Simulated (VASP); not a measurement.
A run of VASP 6.6.1:

File INCAR:

```
PREC = Accurate ; ENCUT = 520
EDIFF = 1E-6 ; ISMEAR = 0
SIGMA = 0.1 ; LREAL = False
LASPH = True ; NELM = 100
ALGO = Fast ; ISIF = 2
LWAVE = False ; LCHARG = False
GGA = PS ; IVDW = 12
NBANDS = 14
```

The input KPOINTS:

```
Automatic mesh
0
Gamma
  24 24 6
```

Contents of POSCAR:

```
Al
1.0
    2.8291294548      0.0000000000      0.0000000000
   -1.4145647274      2.4500979784      0.0000000000
    0.0000000000      0.0000000000      9.1376712472
Al
4
Direct
    0.0000000000      0.0000000000      0.0000000000
    0.3333333333      0.6666666667      0.2500000000
    0.0000000000      0.0000000000      0.5000000000
    0.6666666667      0.3333333333      0.7500000000
```

Potentials or basis: VASP PAW PBE potentials, release 64 (Al).

Run with:

```console
$ cat potpaw_PBE.64/Al/POTCAR > POTCAR
$ mpirun -np 1 vasp_std > vasp.out
```

Hardware: 1 thread of Intel(R) Xeon(R) 6975P-C (Granite Rapids), with other jobs on the host.

Task: How long does it take, and how much memory?

Result: Wall time 64 s on 1 thread of Intel(R) Xeon(R) 6975P-C (Granite Rapids), with other jobs on the host, peak memory 0.31 GiB. Counts: scf iterations 13, k points 244.
